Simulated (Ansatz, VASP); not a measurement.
# One calculation of Li, two programs

The input INCAR:

```
  PREC = Accurate
  ENCUT = 520
  EDIFF = 1E-7
  ISMEAR = -1
  SIGMA = 0.08
  LREAL = F
  LASPH = T
  NELM = 80
  ALGO = Normal
  ISIF = 2
  LWAVE = F
  LCHARG = F
  NBANDS = 12
```

The input KPOINTS:

```
regular mesh
0
Gamma
  12 12 12
```

POSCAR

```
Li
1.0
    1.5504989657      0.8951809952      7.5124170000
   -1.5504989657      0.8951809952      7.5124170000
    0.0000000000     -1.7903619905      7.5124170000
Li
3
Direct
    0.0000000000      0.0000000000      0.0000000000
    0.2220000000      0.2220000000      0.2220000000
    0.7780000000      0.7780000000      0.7780000000
```

Input for Ansatz:

```yaml
crystal:
  lattice:
    - [1.5504989657, 0.8951809952, 7.512417]
    - [-1.5504989657, 0.8951809952, 7.512417]
    - [0.0, -1.7903619905, 7.512417]
  atoms:
    - { symbol: Li, position: [0.0, 0.0, 0.0] }
    - { symbol: Li, position: [0.222, 0.222, 0.222] }
    - { symbol: Li, position: [0.778, 0.778, 0.778] }
kpoints:
  mp_grid: { grid: [12, 12, 12] }
  band_path:
    path:
      - [0.0, 0.0, 0.0]
      - [0.5, 0.5, 0.5]
      - [0.8238672336, 0.1761327664, 0.5]
      - [0.5, -0.1761327664, 0.1761327664]
      - [0.5, 0.0, 0.0]
      - [0.0, 0.0, 0.0]
      - [0.3380663832, -0.3380663832, 0.0]
      - [0.6619336168, 0.0, 0.3380663832]
      - [0.5, 0.0, 0.5]
    npoints: 5
scf:
  occupations: { method: fermi_dirac, width: 0.08 }
hamiltonian:
  xc: lda
  pseudopotentials: { kind: all_electron, lapw: { basis_error: 0.001 } }
output:
  forces: true
  stress: true
  eigenvalues: true
```

Change from the starting cell: zz strain of -1 %.

Alike in both runs: task single point; functional LDA; k mesh 12 × 12 × 12; occupations fermi-dirac, width 0.08 eV; no spin polarisation.

|  | VASP | Ansatz |
| --- | --- | --- |
| version | VASP 6.6.1 | Ansatz 0.2.0 |
| potentials or method | VASP PAW LDA potentials, release 64 (Li_sv), cutoff 520 eV | all-electron LAPW, scalar-relativistic |

|  | VASP | Ansatz | Ansatz less VASP |
| --- | --- | --- | --- |
| rms of the force components (eV/Å) | 0.004 | 0.004 | -0.0001 |

LDA's correlation is that of Perdew and Zunger in VASP and of Perdew and Wang (1992) in Ansatz. Atom by atom the forces differ by 0.000 eV/Å (rms over components). Ansatz ran all-electron here, and VASP with PAW potentials.

Noted on VASP's run: the cutoff is short for stress, so the pressure is rough.
